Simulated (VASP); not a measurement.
Wanted: the native input for a VASP 6.6.1 run.

```yaml
Task: single point
Functional: PBE
Potentials_or_basis: VASP PAW PBE potentials, release 64 (Ga_d, P)
Cutoff: 520 eV
k_mesh: 8 × 8 × 8
Occupations: fermi-dirac, width 0.02 eV
Spin: no spin polarisation
Dipole_correction: no
Further_INCAR_settings: ALGO = Normal; EDIFF = 1e-07; NBANDS = 16
```

The structure of GaP lies in POSCAR:

```
GaP
1.0
    0.0000000000      2.7106821395      2.7106821395
    2.7106821395      0.0000000000      2.7106821395
    2.7106821395      2.7106821395      0.0000000000
Ga P
1 1
Direct
    0.0000000000      0.0000000000      0.0000000000
    0.2500000000      0.2500000000      0.2500000000
```

This cell differs from its parent crystal: strain -0.5%.

One way to write it, as run:

INCAR

```
SYSTEM = GaP
ALGO = Normal ; EDIFF = 1E-7
ENCUT = 520 ; GGA = PE
ISIF = 2 ; ISMEAR = -1
LASPH = .True. ; LCHARG = .False.
LREAL = .False. ; LWAVE = .False.
NBANDS = 16 ; NELM = 60
PREC = Accurate ; SIGMA = 0.02
```

KPOINTS

```
k-points
0
Gamma
  8 8 8
  0 0 0
```

Potentials or basis: VASP PAW PBE potentials, release 64 (Ga_d, P).

The run is started by

```console
$ cat potpaw_PBE.64/Ga_d/POTCAR potpaw_PBE.64/P/POTCAR > POTCAR
$ mpirun -np 1 vasp_std > vasp.out
```

It gave:

The pressure is 3.9 GPa and the band gap on the k mesh is 1.62 eV, indirect (least direct gap 1.96 eV).

Caveat: the cell differs from its parent crystal (strain -0.5%).

Run time: 20 s on 1 thread of Intel Xeon 6975P-C (shared host), peak memory 0.17 GiB.
